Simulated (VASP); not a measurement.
The system is GaGe3.

```xyz
4
Lattice="0.0000 3.3872 3.3872 3.3872 0.0000 3.3872 3.3872 3.3872 0.0000" Properties=species:S:1:pos:R:3 pbc="T T T"
Ge    3.3872    3.3872    3.3872
Ge    5.0808    5.0808    5.0808
Ge    1.6936    1.6936    1.6936
Ga    0.0000    0.0000    0.0000
```

Base run:

| Property | Result |
| --- | --- |
| Program | VASP 6.6.1 |
| Functional | LDA |
| Potentials or basis | VASP PAW LDA potentials, release 64 (Ge_d, Ga_d) |
| Cutoff | 520 eV |
| k mesh | 7 × 7 × 7 |
| Occupations | fermi-dirac, width 0.05 eV |
| Spin | no spin polarisation |

Its results: pressure -5.5 GPa.

The run is repeated on the same cell with these changes: k mesh from 7 × 7 × 7 to 4 × 4 × 4. What comes out?

Pressure -4.7 GPa.

Caveats: some runs use coarse meshes.
